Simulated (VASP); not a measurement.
Runs of VASP 6.6.1 on Na. The structure is that of space group Fm-3m (No. 225), or close to it. The cells are those of the table. 

```csv
level,cell,k mesh,gap on the mesh (eV),pressure (GPa)
r2SCAN,"a = 3.752 Å, angles 60.0°, 1 atom",14 × 14 × 14,none,0.0
PBE,"a = 3.747 Å, angles 60.0°, 1 atom",6 × 6 × 6,none,0.0
PBE,"a = 3.763 Å, angles 60.0°, 1 atom",6 × 6 × 6,none,-0.1
r2SCAN,"a = 3.747 Å, angles 60.0°, 1 atom",14 × 14 × 14,none,(a)
```

Alike in all rows: task single point; potentials or basis VASP PAW PBE potentials, release 64 (Na_pv); no spin polarisation; cutoff (eV) 520; smearing gaussian 0.05 eV.

Problem. Fill in the values left out.

Solution. (a) 0.1.

Caveats: the PAW data sets were made with another functional, which shifts forces and pressure a little (some runs).

A gap of «none» marks levels without a gap at the run's occupations.
